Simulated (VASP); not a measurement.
Runs of VASP 6.6.1 on CsSbSI2. The typed cell holds 5 atoms: a = 6.322 Å, b = 6.322 Å, c = 5.085 Å, α = 90.00°, β = 90.00°, γ = 90.00°. 

| k mesh | smearing | further INCAR settings | gap on the mesh (eV) | pressure (GPa) | largest force (eV/Å) |
| --- | --- | --- | --- | --- | --- |
| 5 × 5 × 6 | gaussian 0.1 eV | ALGO = Fast; EDIFF = 1e-07; NBANDS = 25 | none | 0.1 | 0.12 |
| 4 × 4 × 5 | gaussian 0.1 eV | ALGO = Fast; EDIFF = 1e-06; NBANDS = 25 | 0.01 | (a) | 0.21 |
| 5 × 5 × 6 | methfessel-paxton 0.05 eV | ALGO = Fast; EDIFF = 1e-06; NBANDS = 25 | none | 0.1 | 0.12 |
| 4 × 4 × 5 | methfessel-paxton 0.05 eV | ALGO = Fast; EDIFF = 1e-06; NBANDS = 25 | 0.01 | 0.5 | 0.22 |

Alike in all rows: task single point; level PBE; potentials or basis VASP PAW PBE potentials, release 64 (Cs_sv, I, Sb, S); no spin polarisation; cell as given; cutoff (eV) 520.

Problem. Fill in the values left out.

Solution. (a) 0.4.

Caveats: semilocal functionals underestimate gaps, and a narrow one can read as zero; spin-orbit coupling is left out, which moves the levels of the heavy elements.

A k mesh can miss the band edges, and the runs leave out spin-orbit coupling on Cs, I, Sb.

A gap of «none» marks levels without a gap at the run's occupations.
